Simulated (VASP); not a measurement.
Write the native input for VASP 6.6.1 that does the following.

```yaml
Task: single point
Functional: PBE
Potentials_or_basis: VASP PAW PBE potentials, release 64 (Cu)
Cutoff: 520 eV
k_mesh: 24 × 24 × 24
Occupations: gaussian, width 0.15 eV
Spin: no spin polarisation
Dipole_correction: no
Further_INCAR_settings: ALGO = Fast; EDIFF = 1e-06; NBANDS = 12
```

The structure of Cu lies in POSCAR:

```
Cu
1.0
    0.0000000000      1.6683435251      1.8023115101
    1.6683435251      0.0000000000      1.8023115101
    1.6683435251      1.6683435251      0.0000000000
Cu
1
Direct
    0.0000000000      0.0000000000      0.0000000000
```

This cell differs from its parent crystal: volume 10.033 Å^3 an atom, c/a of the conventional cell 1.0803.

One way to write it, as run:

INCAR

```
SYSTEM = Cu
PREC = Accurate
ENCUT = 520
EDIFF = 1E-6
ISMEAR = 0
SIGMA = 0.15
LREAL = .False.
LASPH = .True.
NELM = 80
ALGO = Fast
ISIF = 2
LWAVE = .False.
LCHARG = .False.
GGA = PE
NBANDS = 12
```

KPOINTS

```
Automatic mesh
0
Gamma
  24 24 24
  0 0 0
```

Potentials or basis: VASP PAW PBE potentials, release 64 (Cu).

Command:

```console
$ cat potpaw_PBE.64/Cu/POTCAR > POTCAR
$ mpirun -np 1 vasp_std > vasp.out
```

It gave:

| Item | Value |
| --- | --- |
| Pressure | 39.7 GPa |

Wall time 53 s on 1 thread of Intel(R) Xeon(R) 6975P-C (Granite Rapids) (shared host), peak memory 0.23 GiB.
